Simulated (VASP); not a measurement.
A run of VASP 6.6.1:

Contents of INCAR:

```
PREC = Accurate ; ENCUT = 520
EDIFF = 1E-6 ; ISMEAR = 0
SIGMA = 0.15 ; LREAL = False
LASPH = True ; NELM = 80
ALGO = Normal ; ISIF = 2
LWAVE = False ; LCHARG = False
GGA = PS ; NBANDS = 10
```

KPOINTS

```
Automatic mesh
0
Gamma
  14 14 14
```

Contents of POSCAR:

```
LiMg
1.0
    3.3781850000      0.0000000000      0.0000000000
    0.0000000000      3.3781850000      0.0000000000
    0.0000000000      0.0000000000      3.6414252500
Li Mg
1 1
Direct
    0.0000000000      0.0000000000      0.0000000000
    0.5000000000      0.5000000000      0.5000000000
```

Potentials or basis: VASP PAW PBE potentials, release 64 (Li_sv, Mg).

Command:

```bash
$ cat potpaw_PBE.64/Li_sv/POTCAR potpaw_PBE.64/Mg/POTCAR > POTCAR
$ mpirun -np 1 vasp_std > vasp.out
```

Hardware: 1 thread of Intel(R) Xeon(R) Platinum 8259CL CPU @ 2.50GHz (Skylake/Cascade Lake), on a shared host.

Question: Estimate the wall time of this run.

Answer: Wall time 78 s on 1 thread of Intel(R) Xeon(R) Platinum 8259CL CPU @ 2.50GHz (Skylake/Cascade Lake), with other jobs on the host, peak memory 0.25 GiB. Counts: scf iterations 10, k points 288.
